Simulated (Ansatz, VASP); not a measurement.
Two plane-wave programs on Hf2N

```
Hf N
1.0
     5.29705    0.00000    0.00000
     0.00000    5.29705    0.00000
     0.00000    0.00000    3.22722
Hf N
4 2
Direct
  0.29599 0.29599 0.00000
  0.70401 0.70401 0.00000
  0.79599 0.20401 0.50000
  0.20401 0.79599 0.50000
  0.00000 0.00000 0.00000
  0.50000 0.50000 0.50000
```

Alike in both runs: functional PBEsol; k mesh 4 × 4 × 8; occupations gaussian, width 0.1 eV; no spin polarisation.

Ansatz relaxed the structure, and its values are those at the end. VASP's run is a single point on that final structure, the one shown.

|  | VASP | Ansatz |
| --- | --- | --- |
| version | VASP 6.6.1 | Ansatz 0.2.0 |
| potentials or method | VASP PAW PBE potentials, release 64 (Hf_pv, N), cutoff 520 eV | scalar-relativistic, plane waves, PAW |
| valence electrons in the cell | 50 | 114 |

|  | VASP | Ansatz | Ansatz less VASP |
| --- | --- | --- | --- |
| gap on the k mesh at the Fermi level (eV) | none | none | - |
| pressure (GPa) | -1.0 | 0.0 | +0.99 |
| rms of the force components (eV/Å) | 0.004 | 0.000 | -0.0035 |

VASP's potentials were made for PBE, not for PBEsol. A gap of «none» marks a metal or a gap that the smearing closes. The functional is the same, so the differences come from potentials, cutoffs and numerics. VASP's potentials hold 50 valence electrons a cell and Ansatz's 114, so a difference there can come from the potentials and not from the codes.

Neither program's run includes spin-orbit coupling.
